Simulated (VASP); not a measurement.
Write the native input for VASP 6.6.1 that does the following.

```yaml
Task: single point
Functional: PBE
Dispersion: D3(BJ)
Potentials_or_basis: VASP PAW PBE potentials, release 64 (Mg, O)
Cutoff: 520 eV
k_mesh: 2 × 2 × 2
Occupations: fermi-dirac, width 0.05 eV
Spin: no spin polarisation
Dipole_correction: no
Further_INCAR_settings: LREAL = Auto; ALGO = Normal; EDIFF = 1e-06; NBANDS = 46
```

The structure of MgO lies in POSCAR:

```
MgO
1.0
    0.0000000000      4.2251000000      4.2251000000
    4.2251000000      0.0000000000      4.2251000000
    4.2251000000      4.2251000000      0.0000000000
Mg O
8 8
Direct
   -0.0160824596      0.0587796739     -0.0451941966
   -0.0427445504      0.0382712835      0.4835388512
    0.0357506331      0.4977988687     -0.0217864666
    0.0322832596      0.5306383281      0.4467586566
    0.5628505834      0.0055383305     -0.0601169203
    0.5144020260      0.0559750065      0.4216231568
    0.4968284774      0.5842583607     -0.0764597288
    0.5159996213      0.5304134813      0.4404511136
    0.2601003527      0.2658753639      0.2157700409
    0.2560767792      0.2945137393      0.6841139855
    0.2846559845      0.7926676292      0.1932025278
    0.2808454238      0.7851175120      0.6646943268
    0.7556625879      0.2868926179      0.2083382642
    0.7264443445      0.3522993539      0.6884097418
    0.7967267047      0.8128920026      0.1753686303
    0.8043241580      0.7584317531      0.7162079004
```

One way to write it, as run:

INCAR

```
PREC = Accurate ; ENCUT = 520
EDIFF = 1E-6 ; ISMEAR = -1
SIGMA = 0.05 ; LREAL = Auto
LASPH = True ; NELM = 80
ALGO = Normal ; ISIF = 2
LWAVE = False ; LCHARG = False
GGA = PE ; IVDW = 12
NBANDS = 46
```

KPOINTS

```
regular mesh
0
Gamma
  2 2 2
```

Potentials or basis: VASP PAW PBE potentials, release 64 (Mg, O).

Launch:

```sh
$ cat potpaw_PBE.64/Mg/POTCAR potpaw_PBE.64/O/POTCAR > POTCAR
$ mpirun -np 1 vasp_std > vasp.out
```

Results of the run:

- Pressure: 3.8 GPa
- Largest force: 4.171 eV/Å
- Band gap on the k mesh: 3.97 eV, direct
- Dispersion energy per atom: -0.291 eV

Caveat: the k points lie up to 0.64 Å⁻¹ apart; forces of over 1 eV/Å act on the atoms, so gaps and moduli don't describe the material at rest.

Run time: 2.8 min on 1 thread of Intel(R) Xeon(R) Platinum 8259CL CPU @ 2.50GHz (Skylake/Cascade Lake), with other jobs on the host, peak memory 0.32 GiB.
